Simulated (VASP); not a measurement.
SnTe:

```
Te Sn
1.0
     0.00000    3.61115    3.61115
     3.61115    0.00000    3.61115
     3.61115    3.61115    0.00000
Te Sn
1 1
Direct
  0.25000 0.25000 0.25000
  0.00000 0.00000 0.00000
```

| Quantity | Value |
| --- | --- |
| Program | VASP 6.6.1 |
| Task | relaxation of cell and atoms |
| Functional | r2SCAN |
| Dispersion | D4 |
| Potentials or basis | VASP PAW PBE potentials, release 64 (Te, Sn_d) |
| Cutoff | 600 eV |
| k mesh | 7 × 7 × 7 |
| Occupations | fermi-dirac, width 0.05 eV |
| Spin | no spin polarisation |

At the start: pressure -0.9 GPa; volume 47.09 Å³/atom.

**Question.** How do energy, volume and symmetry change on relaxing?

**Answer.** Over 3 steps the energy falls by 4.9 meV/atom and the volume is 45.48 Å³/atom (-3.4 %); space group F-43m (No. 216, to 0.1 Å) before and after.

Step by step:
```tsv
step	energy change (eV)	largest force (eV/Å)	pressure (GPa)	volume (Å³)
1	0.0000	0.0000	-0.92	94.18
2	-0.0096	0.0000	0.13	90.56
3	-0.0097	0.0000	0.01	90.95
```

Final structure:
```
Te Sn
1.0
     0.00000    3.56937    3.56937
     3.56937    0.00000    3.56937
     3.56937    3.56937    0.00000
Te Sn
1 1
Cartesian
  1.7847 1.7847 1.7847
  0.0000 0.0000 0.0000
```

Caveat: the PAW data sets were made with another functional, which shifts forces and pressure a little.
